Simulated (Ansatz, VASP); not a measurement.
**BeTe: VASP beside Ansatz**

```
Be Te
1.0
     0.00000    2.82862    2.82862
     2.82862    0.00000    2.82862
     2.82862    2.82862    0.00000
Be Te
1 1
Direct
  0.00000 0.00000 0.00000
  0.25000 0.25000 0.25000
```

Alike in both runs: task single point; functional HSE06; dispersion D3(BJ); k mesh 4 × 4 × 4; no spin polarisation.

|  | VASP | Ansatz |
| --- | --- | --- |
| version | VASP 6.6.1 | Ansatz 0.2.0 |
| potentials or method | VASP PAW PBE potentials, release 64 (Be, Te) | plane waves |
| plane-wave cutoff (eV) | 520 | 420 |
| occupations | gaussian, width 0.01 eV | fixed |
| valence electrons in the cell | 8 | 18 |

```csv
,VASP,Ansatz,Ansatz less VASP
gap on the k mesh at the Fermi level (eV),2.69,2.71,+0.021
pressure (GPa),-3.5,-3.4,+0.12
```

VASP's potentials hold 8 valence electrons a cell and Ansatz's 18, so a difference there can come from the potentials and not from the codes. Ansatz's warnings: stress exchange threshold loose, stress scf threshold loose.

The k mesh is coarse, so the values compare programs but aren't converged. Neither program's run includes spin-orbit coupling.
